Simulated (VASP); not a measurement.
Runs of VASP 6.6.1 on HCl. The structure is that of space group I4/mmm (No. 139), or close to it. The cells are those of the table. 

```csv
cell,gap on the mesh (eV),pressure (GPa)
"a = 3.789, b = 3.678, c = 3.672 Å, angles 62.1, 59.0, 58.9°, 2 atoms",none,-11.1
"a = 3.850, b = 3.741, c = 3.672 Å, angles 62.6, 59.6, 57.8°, 2 atoms",none,(a)
"a = 3.881, b = 3.773, c = 3.672 Å, angles 62.8, 59.9, 57.3°, 2 atoms",none,-10.9
"a = 3.820, b = 3.709, c = 3.672 Å, angles 62.3, 59.3, 58.4°, 2 atoms",none,-11.1
```

Alike in all rows: task single point; level PBEsol; potentials or basis VASP PAW PBE potentials, release 64 (H, Cl); no spin polarisation; k mesh 16 × 16 × 16; cutoff (eV) 520; smearing gaussian 0.15 eV.

**Question.** Fill in the values left out.

**Answer.** (a) -11.0.

Caveats: the PAW data sets were made with another functional, which shifts forces and pressure a little.

A gap of «none» marks levels without a gap at the run's occupations.
